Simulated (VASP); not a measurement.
Runs of VASP 6.6.1 on LaSb. The structure is that of space group Fm-3m (No. 225), or close to it. The cells are those of the table. 

```tsv
cell	gap on the mesh (eV)	pressure (GPa)
a = 4.506 Å, angles 60.0°, 2 atoms	none	(b)
a = 4.630 Å, angles 60.0°, 2 atoms	none	-3.5
a = 4.548 Å, angles 60.0°, 2 atoms	none	-0.8
a = 4.669 Å, angles 60.0°, 2 atoms	none	(a)
a = 4.589 Å, angles 60.0°, 2 atoms	none	-2.3
a = 4.708 Å, angles 60.0°, 2 atoms	none	-5.6
a = 4.463 Å, angles 60.0°, 2 atoms	none	2.8
```

Alike in all rows: task single point; level LDA; potentials or basis VASP PAW LDA potentials, release 64 (La, Sb); no spin polarisation; k mesh 8 × 8 × 8; cutoff (eV) 520; smearing fermi-dirac 0.1 eV.

Estimate the missing entries.

(a) -4.6; (b) 0.9.

Caveats: spin-orbit coupling is left out, which moves the levels of the heavy elements.

A k mesh can miss the band edges, and the runs leave out spin-orbit coupling on La, Sb.

A gap of «none» marks levels without a gap at the run's occupations.
